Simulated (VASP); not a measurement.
Runs of VASP 6.6.1 on LiH. It takes space group Fm-3m (No. 225, cubic). The conventional cell has a = 4.017 Å, b = 4.017 Å, c = 4.017 Å, α = 90.00°, β = 90.00°, γ = 90.00°. Li (site symmetry m-3m) has 6 H at 2.01 Å within 2.7 Å. H (site symmetry m-3m) has 6 Li at 2.01 Å within 2.7 Å. 

| task | level | potentials or basis | k mesh | smearing | gap on the mesh (eV) |
| --- | --- | --- | --- | --- | --- |
| single point | PBE | VASP PAW PBE potentials, release 64 (Li_sv, H) | 3 × 10 × 11 | gaussian 0.1 eV | 3.31 |
| single point | PBEsol | VASP PAW PBE potentials, release 64 (Li_sv, H) | 6 × 6 × 6 | gaussian 0.27 eV | 2.75 |
| single point | PBE+D3(BJ) | VASP PAW PBE potentials, release 64 (Li_sv, H) | 10 × 10 × 10 | gaussian 0.01 eV | 2.98 |
| electric field gradients | LDA | VASP PAW LDA potentials, release 64 (Li_sv, H) | 10 × 10 × 10 | gaussian 0.1 eV | (b) |
| single point | revPBE | VASP PAW PBE potentials, release 64 (Li_sv, H) | 6 × 6 × 6 | fermi-dirac 0.25852 eV | (a) |

Alike in all rows: no spin polarisation; cell as given; cutoff (eV) 520.

Q: Estimate the missing entries.

A: (a) 3.12; (b) 2.61.

Caveats: some runs use coarse meshes.

A k mesh can miss the band edges.
